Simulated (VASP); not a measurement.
Input of a VASP 6.6.1 run:

Contents of POSCAR:

```
Sn
1.0
   -2.9453650260      2.9453650260      1.6078430143
    2.9453650260     -2.9453650260      1.6078430143
    2.9453650260      2.9453650260     -1.6078430143
Sn
2
Direct
    0.0000000000      0.0000000000      0.0000000000
    0.7500000000      0.2500000000      0.5000000000
```

Contents of INCAR.step1:

```
PREC = Accurate ; ENCUT = 520
ISMEAR = -1 ; SIGMA = 0.1
LREAL = F ; LASPH = T
NELM = 60 ; NBANDS = 21
GGA = PE ; ALGO = Normal
EDIFF = 1E-4 ; LWAVE = T
LCHARG = F
```

File INCAR.step2:

```
PREC = Accurate ; ENCUT = 520
EDIFF = 1E-6 ; ISMEAR = -1
SIGMA = 0.1 ; LREAL = F
LASPH = T ; NELM = 60
ALGO = Normal ; ISIF = 2
LWAVE = F ; LCHARG = F
METAGGA = R2SCAN ; LMIXTAU = T
NBANDS = 21 ; ISTART = 1
```

Contents of KPOINTS:

```
Automatic mesh
0
Gamma
  10 10 10
```

Potentials or basis: VASP PAW PBE potentials, release 64 (Sn_d).

Launch:

```bash
$ cat potpaw_PBE.64/Sn_d/POTCAR > POTCAR
$ cp INCAR.step1 INCAR
$ mpirun -np 1 vasp_std > vasp.out
$ cp INCAR.step2 INCAR
$ mpirun -np 1 vasp_std > vasp.out
```

(1) What does it give for the band gap on the k mesh?

(2) Predict the pressure.

## Answers

(1) zero (bands 14 and 15 overlap by 3.99 eV).

(2) -0.6 GPa.

Caveat: the PAW data sets were made with another functional, which shifts forces and pressure a little; spin-orbit coupling is left out, which moves the levels of the heavy elements.
